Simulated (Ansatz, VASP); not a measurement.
## Si2W: VASP beside Ansatz

```
Si W
1.0
    -1.61435    1.61435    3.93689
     1.61435   -1.61435    3.93689
     1.61435    1.61435   -3.93689
Si W
2 1
Direct
  0.33444 0.33444 0.00000
  0.66556 0.66556 0.00000
  0.00000 0.00000 0.00000
```

Alike in both runs: functional PBE; k mesh 18 × 18 × 18; occupations fermi-dirac, width 0.15 eV; no spin polarisation.

Ansatz relaxed the structure, and its values are those at the end. VASP's run is a single point on that final structure, the one shown.

|  | VASP | Ansatz |
| --- | --- | --- |
| version | VASP 6.6.1 | Ansatz 0.2.0 |
| potentials or method | VASP PAW PBE potentials, release 64 (Si, W_sv), cutoff 520 eV | scalar-relativistic, plane waves, PAW |
| valence electrons in the cell | 22 | 22 |

VASP gave:

```
gap on the k mesh at the Fermi level (eV) : none
pressure (GPa)                            : 0.1
```

Estimate Ansatz's values.

gap on the k mesh at the Fermi level (eV): none; pressure (GPa): 0.0.

A gap of «none» marks a metal or a gap that the smearing closes. With one functional, cell and mesh, what is left measures potentials, basis and numerics.

Spin-orbit coupling is off throughout.
